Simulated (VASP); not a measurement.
# BN (P6_3mc) in VASP: notebook

Runs on BN. Level: r2SCAN. Tasks: single point, relaxation of shape and atoms at fixed volume.

Program: VASP 6.6.1. These are calculated values, not measurements. Logs are shortened: lines on timing, memory, paths and dates and some standing lists are left out, and cuts for length are marked.

**1. The cell of the first run**

Symmetry: P6_3mc, No. 186, hexagonal system. The conventional cell has a = 2.544 Å, b = 2.544 Å, c = 4.208 Å, α = 90.00°, β = 90.00°, γ = 120.00°. B (site symmetry 3m) has 4 N at 1.56 to 1.58 Å within 2.1 Å. N (site symmetry 3m) has 4 B at 1.56 to 1.58 Å within 2.1 Å.

**2. Single point, r2SCAN**

POSCAR reads:

```
BN
1.0
   -2.5439665234      0.0000000000      0.0000000000
   -1.2719832617     -2.2031396357      0.0000000000
    0.0000000000      0.0000000000     12.6232348039
B N
6 6
Direct
    0.6666666667      0.6666666667      0.3332665303
    0.6666666667      0.6666666667      0.6665998636
    0.6666666667      0.6666666667      0.9999331970
    0.3333333333      0.3333333333      0.1665998636
    0.3333333333      0.3333333333      0.4999331970
    0.3333333333      0.3333333333      0.8332665303
    0.6666666667      0.6666666667      0.2084001364
    0.6666666667      0.6666666667      0.5417334697
    0.6666666667      0.6666666667      0.8750668030
    0.3333333333      0.3333333333      0.0417334697
    0.3333333333      0.3333333333      0.3750668030
    0.3333333333      0.3333333333      0.7084001364
```

INCAR.step1 reads:

```
SYSTEM = BN
PREC = Accurate
ENCUT = 520
ISMEAR = 0
SIGMA = 0.05
LREAL = .False.
LASPH = .True.
NELM = 80
NBANDS = 36
GGA = PE
ALGO = Normal
EDIFF = 1E-4
LWAVE = .True.
LCHARG = .False.
```

INCAR.step2 reads:

```
SYSTEM = BN
PREC = Accurate
ENCUT = 520
EDIFF = 1E-6
ISMEAR = 0
SIGMA = 0.05
LREAL = .False.
LASPH = .True.
NELM = 80
ALGO = Normal
ISIF = 2
LWAVE = .False.
LCHARG = .False.
METAGGA = R2SCAN
LMIXTAU = .True.
NBANDS = 36
ISTART = 1
```

KPOINTS reads:

```
Automatic mesh
0
Gamma
  10 10 2
  0 0 0
```

Potentials or basis: VASP PAW PBE potentials, release 64 (B, N).

The run is started by

```bash
cat potpaw_PBE.64/B/POTCAR potpaw_PBE.64/N/POTCAR > POTCAR
cp INCAR.step1 INCAR
mpirun -np 1 vasp_std > vasp.out
cp INCAR.step2 INCAR
mpirun -np 1 vasp_std > vasp.out
```

OUTCAR:

```text
SYSTEM = BN
   PREC = Accurate
   ENCUT = 520
   EDIFF = 1E-6
   ISMEAR = 0
   LREAL = .False.
   LASPH = .True.
   NELM = 80
   ISIF = 2
   METAGGA = R2SCAN
   ISTART = 1

 ion  position               nearest neighbor table
   1  0.667  0.667  0.333-  11 1.56  11 1.56  11 1.56   7 1.58
   2  0.667  0.667  0.667-  12 1.56  12 1.56  12 1.56   8 1.58
   3  0.667  0.667  1.000-  10 1.56  10 1.56  10 1.56   9 1.58
   4  0.333  0.333  0.167-   7 1.56   7 1.56   7 1.56  10 1.58
   5  0.333  0.333  0.500-   8 1.56   8 1.56   8 1.56  11 1.58
   6  0.333  0.333  0.833-   9 1.56   9 1.56   9 1.56  12 1.58
   7  0.667  0.667  0.208-   4 1.56   4 1.56   4 1.56   1 1.58
   8  0.667  0.667  0.542-   5 1.56   5 1.56   5 1.56   2 1.58
   9  0.667  0.667  0.875-   6 1.56   6 1.56   6 1.56   3 1.58
  10  0.333  0.333  0.042-   3 1.56   3 1.56   3 1.56   4 1.58
  11  0.333  0.333  0.375-   1 1.56   1 1.56   1 1.56   5 1.58
  12  0.333  0.333  0.708-   2 1.56   2 1.56   2 1.56   6 1.58

  LATTYP: Found a hexagonal cell.
 ALAT       =     2.5439665235
 C/A-ratio  =     4.9620286618

  Lattice vectors:

 A1 = (   1.2719832617,   2.2031396357,   0.0000000000)
 A2 = (  -2.5439665234,   0.0000000000,   0.0000000000)
 A3 = (   0.0000000000,   0.0000000000,  12.6232348039)

Analysis of symmetry for initial positions (statically):
=====================================================================
 Subroutine PRICEL returns following result:

  LATTYP: Found a hexagonal cell.
 ALAT       =     2.5439665235
 C/A-ratio  =     1.6540095538

  Lattice vectors:

 A1 = (   1.2719832617,   2.2031396357,   0.0000000000)
 A2 = (  -2.5439665234,   0.0000000000,   0.0000000000)
 A3 = (   0.0000000000,   0.0000000000,   4.2077449342)

   3 primitive cells build up your supercell.

 Routine SETGRP: Setting up the symmetry group for a
 hexagonal supercell.

 Subroutine GETGRP returns: Found 12 space group operations
 (whereof  6 operations were pure point group operations)
 out of a pool of 24 trial point group operations.

The static configuration has the point symmetry C_3v.
 The point group associated with its full space group is C_6v.

Analysis of symmetry for dynamics (positions and initial velocities):
=====================================================================
 Subroutine PRICEL returns following result:

  LATTYP: Found a hexagonal cell.
 ALAT       =     2.5439665235
 C/A-ratio  =     1.6540095538

  Lattice vectors:

 A1 = (   1.2719832617,   2.2031396357,   0.0000000000)
 A2 = (  -2.5439665234,   0.0000000000,   0.0000000000)
 A3 = (   0.0000000000,   0.0000000000,   4.2077449342)

   3 primitive cells build up your supercell.

 Routine SETGRP: Setting up the symmetry group for a
 hexagonal supercell.

 Subroutine GETGRP returns: Found 12 space group operations
 (whereof  6 operations were pure point group operations)
 out of a pool of 24 trial point group operations.

The dynamic configuration has the point symmetry C_3v.
 The point group associated with its full space group is C_6v.

 Subroutine INISYM returns: Found 12 space group operations
 (whereof  6 operations are pure point group operations),
 and found     3 'primitive' translations

----------------------------------------------------------------------------------------

                                     Primitive cell

  volume of cell :      23.5832

  direct lattice vectors                    reciprocal lattice vectors
     1.271983262  2.203139636  0.000000000     0.000000000  0.453897694  0.000000000
    -2.543966523  0.000000000  0.000000000    -0.393086934  0.226948847  0.000000000
     0.000000000  0.000000000  4.207744934     0.000000000  0.000000000  0.237656991

  length of vectors
     2.543966523  2.543966523  4.207744934     0.453897694  0.453897694  0.237656991

  position of ions in fractional coordinates (direct lattice)
     0.333333333  0.666666667  0.999799591
     0.666666667  0.333333333  0.499799591
     0.333333333  0.666666667  0.625200409
     0.666666667  0.333333333  0.125200409

  ion indices of the primitive-cell ions
   primitive index   ion index
                 1           1
                 2           5
                 3           7
                 4          11

----------------------------------------------------------------------------------------

 KPOINTS: Automatic mesh

Automatic generation of k-mesh.
 Grid dimensions read from file:
 generate k-points for:   10   10    2

 Generating k-lattice:

  Cartesian coordinates                     Fractional coordinates (reciprocal lattice)
    -0.039308693  0.022694885  0.000000000     0.100000000 -0.000000000  0.000000000
     0.000000000 -0.045389769  0.000000000     0.000000000  0.100000000  0.000000000
     0.000000000  0.000000000  0.039609498     0.000000000  0.000000000  0.500000000

  Length of vectors
     0.045389769  0.045389769  0.039609498

  Shift w.r.t. Gamma in fractional coordinates (k-lattice)
     0.000000000  0.000000000  0.000000000

 Subroutine IBZKPT returns following result:
 ===========================================

 Found     28 irreducible k-points:

 Following reciprocal coordinates:
            Coordinates               Weight
  0.000000  0.000000  0.000000      1.000000
  0.100000  0.000000  0.000000      6.000000
  0.200000  0.000000  0.000000      6.000000
  0.300000  0.000000  0.000000      6.000000
  0.400000 -0.000000  0.000000      6.000000
  0.500000 -0.000000  0.000000      3.000000
[... 16 lines left out ...]
  0.400000  0.100000  0.500000     12.000000
  0.500000  0.100000  0.500000     12.000000
 [... further k-points ...]
   k-points           NKPTS =     28   k-points in BZ     NKDIM =     28   number of bands    NBANDS=     36
   number of dos      NEDOS =    301   number of ions     NIONS =     12
   total plane-waves  NPLWV =  38400
   dimension x,y,z NGX =    20 NGY =   20 NGZ =   96
   dimension x,y,z NGXF=    40 NGYF=   40 NGZF=  192
   ions per type =               6   6
   NGX,Y,Z   is equivalent  to a cutoff of  13.07, 13.07, 12.64 a.u.
   NGXF,Y,Z  is equivalent  to a cutoff of  26.14, 26.14, 25.29 a.u.
 SYSTEM =  BN
   PREC   = accura    normal or accurate (medium, high low for compatibility)
   ISTART =      1    job   : 0-new  1-cont  2-samecut
   ICHARG =      0    charge: 1-file 2-atom 10-const
   ISPIN  =      1    spin polarized calculation?
   LNONCOLLINEAR =      F non collinear calculations
   LSORBIT =      F    spin-orbit coupling
   LASPH  =      T    aspherical Exc in radial PAW
   ENCUT  =  520.0 eV  38.22 Ry    6.18 a.u.   4.73  4.73 23.47*2*pi/ulx,y,z
   NELM   =     80;   NELMIN=  2; NELMDL=  0     # of ELM steps
   EDIFF  = 0.1E-05   stopping-criterion for ELM
   LREAL  =      F    real-space projection
   EDIFFG = 0.1E-04   stopping-criterion for IOM
   NSW    =      0    number of steps for IOM
   IBRION =     -1    ionic relax: 0-MD 1-quasi-New 2-CG
   NFREE  =      0    steps in history (QN), initial steepest desc. (CG)
   ISIF   =      2    stress and relaxation
   ISYM   =      2    0-nonsym 1-usesym 2-fastsym
   POTIM  = 0.5000    time-step for ionic-motion
   TEBEG  =    0.0;   TEEND  =   0.0 temperature during run
   PSTRESS=    0.0 pullay stress
   NELECT =      48.0000    total number of electrons
   NUPDOWN=      -1.0000    fix difference up-down
   EMIN   =  10.00;   EMAX   =-10.00  energy-range for DOS
   EFERMI =   0.00;   METHOD = LEGACY
   ISMEAR =     0;   SIGMA  =   0.05  broadening in eV -4-tet -1-fermi 0-gaus
   EFERMI_NEDOS =   21; number of points for ismear=-14 and -15
   IALGO  =     38    algorithm
   IMIX   =      4    mixing-type and parameters
     AMIX     =   0.40;   BMIX     =  1.00
     AMIX_MAG =   1.60;   BMIX_MAG =  1.00
  volume/ion in A,a.u.               =       5.90        39.79
  Fermi-wavevector in a.u.,A,eV,Ry     =   1.438513  2.718396 28.154815  2.069321
  Thomas-Fermi vector in A             =   2.557472
   LORBIT       =      0    0 simple, 1 ext, 2 COOP (PROOUT), +10 PAW based schemes
   METAGGA = R2SCAN    functional components
   LHFCALC =     F    Hartree Fock is set to
   AEXX    =    0.0000 exact exchange contribution
   IVDW    =     0    specifies the selected vdW correction
   LEPSILON=     F    determine dielectric tensor
   LRPA    =     F    only Hartree local field effects (RPA)
 non-spin polarized calculation
 Gauss-broadening in eV      SIGMA  =   0.05
  energy-cutoff  :      520.00
  volume of cell :       70.75
 maximum number of plane-waves:      1930
   NGX =  9   NGY =  9   NGZ = 47

 number of electron      47.9999999 magnetization

 Free energy of the ion-electron system (eV)
  ---------------------------------------------------
  ext. energy  EPLUGINS =         0.00000000
  ---------------------------------------------------
  free energy    TOTEN  =      -114.79859867 eV

  energy without entropy =     -114.79859867  energy(sigma->0) =     -114.79859867

 E-fermi :   7.6673     XC(G=0): -13.6454

 val. band max:        7.4267636977   @ k =   0.0000   0.0000   0.0000
 cond. band min:      13.3464817241   @ k =  -0.4000   0.3000   0.0000
 fundamental gap:      5.9197180263
 Fermi energy:         7.6673150720

 k-point     1 :       0.0000    0.0000    0.0000
  band No.  band energies     occupation
      1     -14.0657      2.00000
      2     -13.3824      2.00000
      3     -13.3824      2.00000
      4     -11.4921      2.00000
      5     -11.4921      2.00000
      6      -9.8249      2.00000
[... 28 lines left out ...]
     35      17.6608      0.00000
     36      17.6608      0.00000

 k-point     2 :       0.1000    0.0000    0.0000
  band No.  band energies     occupation
      1     -13.8403      2.00000
      2     -13.1618      2.00000
      3     -13.1618      2.00000
      4     -11.2902      2.00000
      5     -11.2902      2.00000
      6      -9.6535      2.00000
[... 28 lines left out ...]
     35      18.3813      0.00000
     36      18.3821      0.00000

 k-point     3 :       0.2000    0.0000    0.0000
  band No.  band energies     occupation
      1     -13.1755      2.00000
      2     -12.5141      2.00000
      3     -12.5141      2.00000
      4     -10.7079      2.00000
      5     -10.7079      2.00000
      6      -9.1766      2.00000
[... 28 lines left out ...]
     35      19.0673      0.00000
     36      19.1849      0.00000
[... 742 lines left out ...]
 k-point    23 :       0.4000    0.1000    0.5000
  band No.  band energies     occupation
      1     -11.1783      2.00000
      2     -11.1783      2.00000
      3     -10.0800      2.00000
      4     -10.0800      2.00000
      5      -8.5551      2.00000
      6      -8.5551      2.00000
[... 28 lines left out ...]
     35      19.8966      0.00000
     36      19.8966      0.00000

 k-point    24 :       0.5000    0.1000    0.5000
  band No.  band energies     occupation
      1      -9.9371      2.00000
      2      -9.9371      2.00000
      3      -9.1641      2.00000
      4      -9.1641      2.00000
      5      -8.4175      2.00000
      6      -8.4175      2.00000
[... 28 lines left out ...]
     35      20.2745      0.00000
     36      20.2745      0.00000

 [... further k-points ...]

------------------------ aborting loop because EDIFF is reached ----------------------------------------

  FORCE on cell =-STRESS in cart. coord.  units (eV):
  Direction    XX          YY          ZZ          XY          YZ          ZX
  --------------------------------------------------------------------------------------
  -------------------------------------------------------------------------------------
  Total        0.4936094      0.4936094      0.4910558      0.0000000      0.0000000     -0.0000000
  in kB       11.1781500     11.1781500     11.1203219      0.0000000      0.0000000     -0.0000000
  external PRESSURE =      11.1588740 kB  Pullay stress =       0.0000000 kB

 VOLUME and BASIS-vectors are now :
 -----------------------------------------------------------------------------
  energy-cutoff  :      520.00
  volume of cell :       70.75
      direct lattice vectors                 reciprocal lattice vectors
    -2.543966523  0.000000000  0.000000000    -0.393086934  0.226948847  0.000000000
    -1.271983262 -2.203139636  0.000000000     0.000000000 -0.453897694  0.000000000
     0.000000000  0.000000000 12.623234804     0.000000000  0.000000000  0.079218997

 POSITION                                       TOTAL-FORCE (eV/Angst)
 -----------------------------------------------------------------------------------
     -2.54397     -1.46876      4.20690        -0.000000     -0.000000     -0.003055
     -2.54397     -1.46876      8.41465         0.000000     -0.000000     -0.003055
     -2.54397     -1.46876     12.62239         0.000000     -0.000000     -0.003055
     -1.27198     -0.73438      2.10303        -0.000000     -0.000000     -0.003055
     -1.27198     -0.73438      6.31077        -0.000000     -0.000000     -0.003055
     -1.27198     -0.73438     10.51852        -0.000000     -0.000000     -0.003055
     -2.54397     -1.46876      2.63068        -0.000000      0.000000      0.003055
     -2.54397     -1.46876      6.83843        -0.000000      0.000000      0.003055
     -2.54397     -1.46876     11.04617        -0.000000      0.000000      0.003055
     -1.27198     -0.73438      0.52681         0.000000      0.000000      0.003055
     -1.27198     -0.73438      4.73456         0.000000     -0.000000      0.003055
     -1.27198     -0.73438      8.94230         0.000000     -0.000000      0.003055
 -----------------------------------------------------------------------------------
    total drift:                                0.000000      0.000000      0.006456

  FREE ENERGIE OF THE ION-ELECTRON SYSTEM (eV)
  ---------------------------------------------------
  free  energy   TOTEN  =      -114.7985986683 eV

  energy  without entropy=     -114.7985986683  energy(sigma->0) =     -114.79859867
```

It took 3.6 min on 1 thread of Intel Xeon Platinum 8259CL at 2.50GHz (Skylake/Cascade Lake), shared host; peak memory 0.22 GiB.

What came out:

```yaml
Free_energy: -114.7986 eV
Pressure: 1.1 GPa
Largest_force: 0.003 eV/Å
Band_gap_on_the_k_mesh: 5.92 eV
```

Forces on the atoms (eV/Å):
```
B    0.000  0.000 -0.003
B    0.000  0.000 -0.003
B    0.000  0.000 -0.003
B    0.000  0.000 -0.003
B    0.000  0.000 -0.003
B    0.000  0.000 -0.003
N    0.000  0.000  0.003
N    0.000  0.000  0.003
N    0.000  0.000  0.003
N    0.000  0.000  0.003
N    0.000  0.000  0.003
N    0.000  0.000  0.003
```

Levels at points of the mesh, in eV from the valence-band top:
```tsv
k point	band 20	band 21	band 22	band 23	band 24	band 25	band 26	band 27	band 28	band 29
(0.00, 0.00, 0.00)	-0.65	-0.65	-0.27	0.00	0.00	9.08	9.08	9.31	9.85	9.85
(0.50, 0.00, 0.00)	-3.38	-3.38	-3.14	-3.14	-2.20	7.09	7.09	7.30	7.49	7.49
(0.00, 0.00, 0.50)	-1.21	-0.18	-0.18	-0.18	-0.18	9.28	9.28	9.28	9.28	9.72
(0.50, 0.00, 0.50)	-3.92	-3.73	-3.73	-2.47	-2.47	7.20	7.20	7.38	7.38	7.91
```

Caveat: the PAW data sets were made with another functional, which shifts forces and pressure a little. A k mesh can miss the band edges.

(Continued in part 2 of 2.)
